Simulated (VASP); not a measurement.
# La3N2 (I4/mmm) in VASP: a series of runs

La3N2 is run at these levels: PBE; tasks: relaxation of cell and atoms.

Program: VASP 6.6.1. These are calculated values, not measurements. Logs are shortened: lines on timing, memory, paths and dates and some standing lists are left out, and cuts for length are marked.

## (1) The cell of the first run

It takes space group I4/mmm (No. 139, tetragonal). Conventional cell: a = 5.390 Å, b = 5.390 Å, c = 8.334 Å, α = 90.00°, β = 90.00°, γ = 90.00°. Within 3.9 Å of La (site symmetry -4m2) lie 4 N at 2.82 Å and 8 La at 3.41 to 3.81 Å. La (site symmetry 4/mmm) has 2 N at 2.91 Å and 8 La at 3.41 Å within 3.8 Å. Within 3.3 Å of N (site symmetry 4mm) lie 1 N at 2.52 Å and 5 La at 2.82 to 2.91 Å.

The cell was generated, and may not be a known phase.

## (2) Relaxation of cell and atoms, PBE

INCAR reads:

```
PREC = Accurate
ENCUT = 600
EDIFF = 1E-6
ISMEAR = 0
SIGMA = 0.1
LREAL = F
LASPH = T
NELM = 60
ALGO = Normal
ISIF = 3
LWAVE = F
LCHARG = F
GGA = PE
IBRION = 2
NSW = 90
EDIFFG = -0.04
```

KPOINTS reads:

```
regular mesh
0
Gamma
  4 4 4
```

POSCAR reads:

```
La3N2
1.0
   -2.6951375500      2.6951375500      4.1668823800
    2.6951375500     -2.6951375500      4.1668823800
    2.6951375500      2.6951375500     -4.1668823800
La N
3 2
Direct
    0.7500000000      0.2500000000      0.5000000000
    0.2500000000      0.7500000000      0.5000000000
    0.5000000000      0.5000000000      0.0000000000
    0.1513075000      0.1513075000      0.0000000000
    0.8486925000      0.8486925000      0.0000000000
```

Potentials or basis: VASP PAW PBE potentials, release 64 (La, N).

Launch:

```console
$ cat potpaw_PBE.64/La/POTCAR potpaw_PBE.64/N/POTCAR > POTCAR
$ mpirun -np 1 vasp_std > vasp.out
```

OUTCAR:

```text
PREC = Accurate
   ENCUT = 600
   EDIFF = 1E-6
   ISMEAR = 0
   LREAL = F
   LASPH = T
   NELM = 60
   ISIF = 3
   GGA = PE
   IBRION = 2
   NSW = 90
   EDIFFG = -0.04

 ion  position               nearest neighbor table
   1  0.750  0.250  0.500-   3 3.41   3 3.41   3 3.41   3 3.41
   2  0.250  0.750  0.500-   3 3.41   3 3.41   3 3.41   3 3.41
   3  0.500  0.500  0.000-   2 3.41   1 3.41   1 3.41   2 3.41   1 3.41   2 3.41   2 3.41   1 3.41

   4  0.151  0.151  0.000-
   5  0.849  0.849  0.000-

  LATTYP: Found a body centered tetragonal cell.
 ALAT       =     5.3902751000
 C/A-ratio  =     1.5460741067

  Lattice vectors:

 A1 = (  -2.6951375500,   2.6951375500,   4.1668823800)
 A2 = (   2.6951375500,  -2.6951375500,   4.1668823800)
 A3 = (   2.6951375500,   2.6951375500,  -4.1668823800)

Analysis of symmetry for initial positions (statically):
=====================================================================
 Subroutine PRICEL returns:
 Original cell was already a primitive cell.

 Routine SETGRP: Setting up the symmetry group for a
 body centered tetragonal supercell.

 Subroutine GETGRP returns: Found 16 space group operations
 (whereof 16 operations were pure point group operations)
 out of a pool of 16 trial point group operations.

The static configuration has the point symmetry D_4h.

Analysis of symmetry for dynamics (positions and initial velocities):
=====================================================================
 Subroutine PRICEL returns:
 Original cell was already a primitive cell.

 Routine SETGRP: Setting up the symmetry group for a
 body centered tetragonal supercell.

 Subroutine GETGRP returns: Found 16 space group operations
 (whereof 16 operations were pure point group operations)
 out of a pool of 16 trial point group operations.

The dynamic configuration has the point symmetry D_4h.

 Subroutine INISYM returns: Found 16 space group operations
 (whereof 16 operations are pure point group operations),
 and found     1 'primitive' translations

----------------------------------------------------------------------------------------

                                     Primitive cell

  volume of cell :     121.0690

  direct lattice vectors                    reciprocal lattice vectors
    -2.695137550  2.695137550  4.166882380     0.000000000  0.185519288  0.119993788
     2.695137550 -2.695137550  4.166882380     0.185519288  0.000000000  0.119993788
     2.695137550  2.695137550 -4.166882380     0.185519288  0.185519288  0.000000000

  length of vectors
     5.647162260  5.647162260  5.647162260     0.220943240  0.220943240  0.262363894

  position of ions in fractional coordinates (direct lattice)
     0.750000000  0.250000000  0.500000000
     0.250000000  0.750000000  0.500000000
     0.500000000  0.500000000  0.000000000
     0.151307500  0.151307500  0.000000000
     0.848692500  0.848692500  0.000000000

  ion indices of the primitive-cell ions
   primitive index   ion index
                 1           1
                 2           2
                 3           3
                 4           4
                 5           5

----------------------------------------------------------------------------------------

 KPOINTS: regular mesh

Automatic generation of k-mesh.
 Grid dimensions read from file:
 generate k-points for:    4    4    4

 Generating k-lattice:

  Cartesian coordinates                     Fractional coordinates (reciprocal lattice)
     0.000000000  0.046379822  0.029998447     0.250000000  0.000000000  0.000000000
     0.046379822  0.000000000  0.029998447     0.000000000  0.250000000  0.000000000
     0.046379822  0.046379822  0.000000000     0.000000000  0.000000000  0.250000000

  Length of vectors
     0.055235810  0.055235810  0.065590973

  Shift w.r.t. Gamma in fractional coordinates (k-lattice)
     0.000000000  0.000000000  0.000000000

 Subroutine IBZKPT returns following result:
 ===========================================

 Found     13 irreducible k-points:

 Following reciprocal coordinates:
            Coordinates               Weight
  0.000000  0.000000  0.000000      1.000000
  0.250000  0.000000 -0.000000      8.000000
  0.500000  0.000000 -0.000000      4.000000
  0.250000  0.250000 -0.000000      8.000000
  0.500000  0.250000 -0.000000     16.000000
 -0.250000  0.250000  0.000000      4.000000
  0.500000  0.500000 -0.000000      2.000000
  0.250000  0.250000  0.250000      2.000000
 -0.250000  0.250000  0.250000      4.000000
  0.500000  0.500000  0.250000      4.000000
 -0.250000  0.500000  0.250000      8.000000
 -0.250000 -0.250000  0.250000      2.000000
  0.500000  0.500000  0.500000      1.000000
   k-points           NKPTS =     13   k-points in BZ     NKDIM =     13   number of bands    NBANDS=     25
   number of dos      NEDOS =    301   number of ions     NIONS =      5
   total plane-waves  NPLWV = 110592
   dimension x,y,z NGX =    48 NGY =   48 NGZ =   48
   dimension x,y,z NGXF=    96 NGYF=   96 NGZF=   96
   ions per type =               3   2
   NGX,Y,Z   is equivalent  to a cutoff of  14.13, 14.13, 14.13 a.u.
   NGXF,Y,Z  is equivalent  to a cutoff of  28.26, 28.26, 28.26 a.u.
 SYSTEM =  unknown system
   PREC   = accura    normal or accurate (medium, high low for compatibility)
   ISTART =      0    job   : 0-new  1-cont  2-samecut
   ICHARG =      2    charge: 1-file 2-atom 10-const
   ISPIN  =      1    spin polarized calculation?
   LNONCOLLINEAR =      F non collinear calculations
   LSORBIT =      F    spin-orbit coupling
   LASPH  =      T    aspherical Exc in radial PAW
   ENCUT  =  600.0 eV  44.10 Ry    6.64 a.u.  11.28 11.28 11.28*2*pi/ulx,y,z
   NELM   =     60;   NELMIN=  2; NELMDL= -5     # of ELM steps
   EDIFF  = 0.1E-05   stopping-criterion for ELM
   LREAL  =      F    real-space projection
   EDIFFG = -.4E-01   stopping-criterion for IOM
   NSW    =     90    number of steps for IOM
   IBRION =      2    ionic relax: 0-MD 1-quasi-New 2-CG
   NFREE  =      1    steps in history (QN), initial steepest desc. (CG)
   ISIF   =      3    stress and relaxation
   ISYM   =      2    0-nonsym 1-usesym 2-fastsym
   POTIM  = 0.5000    time-step for ionic-motion
   TEBEG  =    0.0;   TEEND  =   0.0 temperature during run
   PSTRESS=    0.0 pullay stress
   NELECT =      43.0000    total number of electrons
   NUPDOWN=      -1.0000    fix difference up-down
   EMIN   =  10.00;   EMAX   =-10.00  energy-range for DOS
   EFERMI =   0.00;   METHOD = LEGACY
   ISMEAR =     0;   SIGMA  =   0.10  broadening in eV -4-tet -1-fermi 0-gaus
   EFERMI_NEDOS =   21; number of points for ismear=-14 and -15
   IALGO  =     38    algorithm
   IMIX   =      4    mixing-type and parameters
     AMIX     =   0.40;   BMIX     =  1.00
     AMIX_MAG =   1.60;   BMIX_MAG =  1.00
  volume/ion in A,a.u.               =      24.21       163.40
  Fermi-wavevector in a.u.,A,eV,Ry     =   1.159364  2.190881 18.287941  1.344126
  Thomas-Fermi vector in A             =   2.295958
   LORBIT       =      0    0 simple, 1 ext, 2 COOP (PROOUT), +10 PAW based schemes
   GGA     = PE    functional components
   LHFCALC =     F    Hartree Fock is set to
   AEXX    =    0.0000 exact exchange contribution
   IVDW    =     0    specifies the selected vdW correction
   LEPSILON=     F    determine dielectric tensor
   LRPA    =     F    only Hartree local field effects (RPA)
 conjugate gradient relaxation of ions
 non-spin polarized calculation
 Gauss-broadening in eV      SIGMA  =   0.10
  energy-cutoff  :      600.00
  volume of cell :      121.07
 maximum number of plane-waves:      4060
 NGX is ok and might be reduce to    48
   NGX = 23   NGY = 23   NGZ = 23

--------------------------------------- Ionic step        1  -------------------------------------------

 number of electron      42.9999998 magnetization

 Free energy of the ion-electron system (eV)
  ---------------------------------------------------
  ext. energy  EPLUGINS =         0.00000000
  ---------------------------------------------------
  free energy    TOTEN  =       -29.38839905 eV

  energy without entropy =      -29.34620906  energy(sigma->0) =      -29.36730406

------------------------ aborting loop because EDIFF is reached ----------------------------------------

  FORCE on cell =-STRESS in cart. coord.  units (eV):
  Direction    XX          YY          ZZ          XY          YZ          ZX
  --------------------------------------------------------------------------------------
  -------------------------------------------------------------------------------------
  Total       -7.5209313     -7.5209313     -0.1093575      0.0000000      0.0000000      0.0000000
  in kB      -99.5288759    -99.5288759     -1.4471914      0.0000000      0.0000000      0.0000000
  external PRESSURE =     -66.8349811 kB  Pullay stress =       0.0000000 kB
[... 98 lines left out ...]
  FREE ENERGIE OF THE ION-ELECTRON SYSTEM (eV)
  ---------------------------------------------------
  free  energy   TOTEN  =       -31.0703166755 eV

  energy  without entropy=      -31.0493225579  energy(sigma->0) =      -31.05981962

 E-fermi :   8.2442     XC(G=0): -10.0864

 val. band max:        8.2362168107   @ k =  -0.2500  -0.2500   0.2500
 cond. band min:       8.2524281630   @ k =   0.0000   0.0000   0.0000
 fundamental gap:      0.0162113522
 Fermi energy:         8.2441792454

 k-point     1 :       0.0000    0.0000    0.0000
  band No.  band energies     occupation
      1     -25.0275      2.00000
      2     -23.2887      2.00000
      3     -22.8668      2.00000
      4      -9.3524      2.00000
      5      -8.8588      2.00000
      6      -8.8588      2.00000
[... 353 lines left out ...]
     24       8.1768      1.65970
     25       8.1805      1.63233

[... ionic steps 4 to 24 ...]

--------------------------------------- Ionic step       25  -------------------------------------------

 number of electron      42.9999997 magnetization

------------------------ aborting loop because EDIFF is reached ----------------------------------------

  FORCE on cell =-STRESS in cart. coord.  units (eV):
  Direction    XX          YY          ZZ          XY          YZ          ZX
  --------------------------------------------------------------------------------------
  -------------------------------------------------------------------------------------
  Total       -0.0541783     -0.0541783     -0.1961104      0.0000000     -0.0000000      0.0000000
  in kB       -0.5978389     -0.5978389     -2.1640117      0.0000000     -0.0000000      0.0000000
  external PRESSURE =      -1.1198965 kB  Pullay stress =       0.0000000 kB
[... 63 lines left out ...]
  energy  without entropy=      -35.3810263067  energy(sigma->0) =      -35.39901439

--------------------------------------- Ionic step       27  -------------------------------------------

 number of electron      42.9999997 magnetization

 Free energy of the ion-electron system (eV)
  ---------------------------------------------------
  ext. energy  EPLUGINS =         0.00000000
  ---------------------------------------------------
  free energy    TOTEN  =       -35.41745607 eV

  energy without entropy =      -35.38108342  energy(sigma->0) =      -35.39926974

 E-fermi :   6.1733     XC(G=0):  -8.8922

 val. band max:        6.1620790466   @ k =  -0.2500  -0.2500   0.2500
 cond. band min:       6.1738357614   @ k =   0.2500   0.0000  -0.0000
 fundamental gap:      0.0117567148
 Fermi energy:         6.1732525869

 k-point     1 :       0.0000    0.0000    0.0000
  band No.  band energies     occupation
      1     -26.5960      2.00000
      2     -26.4182      2.00000
      3     -26.2248      2.00000
      4     -11.4886      2.00000
      5     -10.8993      2.00000
      6     -10.8993      2.00000
[... 385 lines left out ...]
  FREE ENERGIE OF THE ION-ELECTRON SYSTEM (eV)
  ---------------------------------------------------
  free  energy   TOTEN  =       -35.4174560681 eV

  energy  without entropy=      -35.3810834206  energy(sigma->0) =      -35.39926974

 reached required accuracy - stopping structural energy minimisation
```

Run time: 32 min. Hardware: 1 thread of Intel Xeon Platinum 8488C (Sapphire Rapids), shared host; peak memory 0.38 GiB.

What came out:

```
Free energy                           : -35.4175 eV
Relaxed volume                        : 29.00 Å³/atom
Relaxed cell                          : a = 6.923 Å, b = 6.923 Å, c = 6.923 Å, α = 138.35°, β = 138.35°, γ = 60.36°
Space group after relaxing (to 0.1 Å) : I4/mmm (No. 139)
Energy gained by relaxing             : 1205.8 meV/atom
Ionic steps                           : 27
Pressure after relaxing               : 0.0 GPa
Largest force after relaxing          : 0.004 eV/Å
Band gap on the k mesh                : zero (an odd number of electrons rules out a gap without spin polarisation)
```

Forces in eV/Å, atoms in the order of the input:
```
La   0.000  0.000  0.000
La   0.000  0.000  0.000
La   0.000  0.000  0.000
N    0.000  0.000 -0.004
N    0.000  0.000  0.004
```

The path:
```tsv
step	energy change (eV)	largest force (eV/Å)	pressure (GPa)	volume (Å³)
1	0.0000	3.1938	-6.68	121.07
2	-1.5899	2.3566	3.73	104.03
3	-1.6819	1.7100	8.19	99.93
4	-2.6085	1.0030	9.76	106.53
5	-2.9390	0.7476	11.85	112.16
6	-3.7804	1.4872	3.20	126.68
7	-4.0507	1.8107	-2.65	140.31
8	-4.0542	1.8276	-3.08	141.50
9	-4.3105	1.8374	-3.76	144.19
10	-4.9469	1.5547	-5.55	152.45
11	-3.4949	3.7925	-3.42	169.83
12	-5.0665	1.0544	-5.81	155.14
13	-5.4124	0.3635	-3.38	149.70
14	-5.5428	0.5681	-0.40	144.50
15	-5.7562	0.1714	0.64	142.38
16	-5.8824	0.5218	3.11	138.39
17	-5.9560	0.6550	0.85	142.85
18	-5.9641	0.6976	-0.16	144.92
19	-5.9921	0.4527	-0.43	145.53
20	-6.0045	0.1151	-0.71	146.32
21	-6.0158	0.0229	0.09	144.74
22	-6.0174	0.0248	0.51	143.92
23	-6.0263	0.0847	0.30	144.33
24	-6.0270	0.1266	0.20	144.49
25	-6.0286	0.0701	-0.11	145.19
26	-6.0286	0.0591	-0.18	145.33
27	-6.0291	0.0037	0.00	145.00
```

Final structure:
```xyz
5
Lattice="-2.4611 2.4611 5.9848 2.4611 -2.4611 5.9848 2.4611 2.4611 -5.9848" Properties=species:S:1:pos:R:3 pbc="T T T"
La    0.0000    2.4611    2.9924
La    2.4611    0.0000    2.9924
La    2.4611    2.4611    0.0000
N     0.0000    0.0000    3.6338
N     0.0000    0.0000    8.3358
```

Levels at points of the mesh, in eV from the Fermi level:
| k point | band 19 | band 20 | band 21 | band 22 | band 23 | band 24 |
| --- | --- | --- | --- | --- | --- | --- |
| (0.00, 0.00, 0.00) | -1.94 | -1.90 | -1.90 | -0.59 | 0.50 | 1.58 |
| (0.50, 0.00, 0.00) | -2.22 | -1.95 | -0.64 | 0.01 | 0.71 | 0.87 |
| (0.50, 0.50, 0.00) | -3.12 | -1.90 | -0.49 | 0.48 | 0.55 | 1.05 |
| (0.50, 0.50, 0.50) | -1.45 | -1.45 | -1.04 | -0.52 | -0.34 | 0.57 |

Caveat: the volume moved by over 15 % at a fixed basis, so the end points are rough; spin-orbit coupling is left out, which moves the levels of the heavy elements.

## (3) Relaxation of cell and atoms, PBE

This run uses another cell than the first one, of 29.57 Å³/atom.

INCAR reads:

```
SYSTEM = La3N2
PREC = Accurate ; ENCUT = 600
EDIFF = 1E-6 ; ISMEAR = 0
SIGMA = 0.1 ; LREAL = .FALSE.
LASPH = .TRUE. ; NELM = 60
ALGO = Normal ; ISIF = 3
LWAVE = .FALSE. ; LCHARG = .FALSE.
GGA = PE ; IBRION = 2
NSW = 90 ; EDIFFG = -0.04
```

KPOINTS reads:

```
Automatic mesh
0
G
  6 6 6
  0 0 0
```

POSCAR reads:

```
La3N2
1.0
   -2.4317362335      2.4317362335      6.2514642485
    2.4317362335     -2.4317362335      6.2514642485
    2.4317362335      2.4317362335     -6.2514642485
La N
3 2
Direct
    0.7500000000      0.2500000000      0.5000000000
    0.2500000000      0.7500000000      0.5000000000
    0.5000000000      0.5000000000      0.0000000000
    0.3100748281      0.3100748281      0.0000000000
    0.6899251719      0.6899251719      0.0000000000
```

Potentials or basis: VASP PAW PBE potentials, release 64 (La, N).

Launch:

```console
$ cat potpaw_PBE.64/La/POTCAR potpaw_PBE.64/N/POTCAR > POTCAR
$ mpirun -np 1 vasp_std > vasp.out
```

Run time: 13 min. Hardware: 1 thread of Intel Xeon Platinum 8488C (Sapphire Rapids), shared host; peak memory 0.59 GiB.

Results (log left out):

| Item | Value |
| --- | --- |
| Free energy | -35.7264 eV |
| Relaxed volume | 29.43 Å³/atom |
| Relaxed cell | a = 7.140 Å, b = 7.140 Å, c = 7.140 Å, α = 140.31°, β = 140.31°, γ = 57.38° |
| Space group after relaxing (to 0.1 Å) | I4/mmm (No. 139) |
| Energy gained by relaxing | 0.4 meV/atom |
| Ionic steps | 5 |
| Pressure after relaxing | 0.0 GPa |
| Largest force after relaxing | 0.011 eV/Å |
| Band gap on the k mesh | zero (an odd number of electrons rules out a gap without spin polarisation) |

Forces on the atoms (eV/Å):
```
La   0.000  0.000  0.000
La   0.000  0.000  0.000
La   0.000  0.000  0.000
N    0.000  0.000  0.011
N    0.000  0.000 -0.011
```

Stress tensor (GPa, compression positive):
```
-0.01  0.00  0.00
 0.00 -0.01  0.00
 0.00  0.00  0.09
```

Step by step:
| step | energy change (eV) | largest force (eV/Å) | pressure (GPa) | volume (Å³) |
| --- | --- | --- | --- | --- |
| 1 | 0.0000 | 0.0798 | -0.29 | 147.87 |
| 2 | -0.0008 | 0.0480 | 0.22 | 146.71 |
| 3 | -0.0010 | 0.0570 | 0.08 | 147.04 |
| 4 | -0.0015 | 0.0422 | 0.05 | 147.08 |
| 5 | -0.0021 | 0.0112 | 0.02 | 147.17 |

Final structure:
```cif
data_structure
_symmetry_space_group_name_H-M 'P 1'
_symmetry_Int_Tables_number 1
_cell_length_a 7.1399
_cell_length_b 7.1399
_cell_length_c 7.1399
_cell_angle_alpha 140.313
_cell_angle_beta 140.313
_cell_angle_gamma 57.378
_cell_volume 147.17
loop_
_atom_site_label
_atom_site_type_symbol
_atom_site_fract_x
_atom_site_fract_y
_atom_site_fract_z
_atom_site_occupancy
La1 La 0.75000 0.25000 0.50000 1
La2 La 0.25000 0.75000 0.50000 1
La3 La 0.50000 0.50000 0.00000 1
N1 N 0.31114 0.31114 0.00000 1
N2 N 0.68886 0.68886 0.00000 1
```

Levels at points of the mesh, in eV from the Fermi level:
```
           k point  band 20  band 21  band 22  band 23  band 24  band 25
(0.00, 0.00, 0.00)    -1.92    -1.92    -0.59     0.41     1.63     1.75
(0.50, 0.00, 0.00)    -2.02    -0.60    -0.08     0.53     1.02     1.42
(0.50, 0.50, 0.00)    -1.83    -0.63     0.38     0.61     0.77     1.64
(0.50, 0.50, 0.50)    -1.49    -1.19    -0.55    -0.26     0.33     1.66
```

Caveat: spin-orbit coupling is left out, which moves the levels of the heavy elements.

The gap in the log of VASP goes by the Fermi energy; the results here count the filled bands.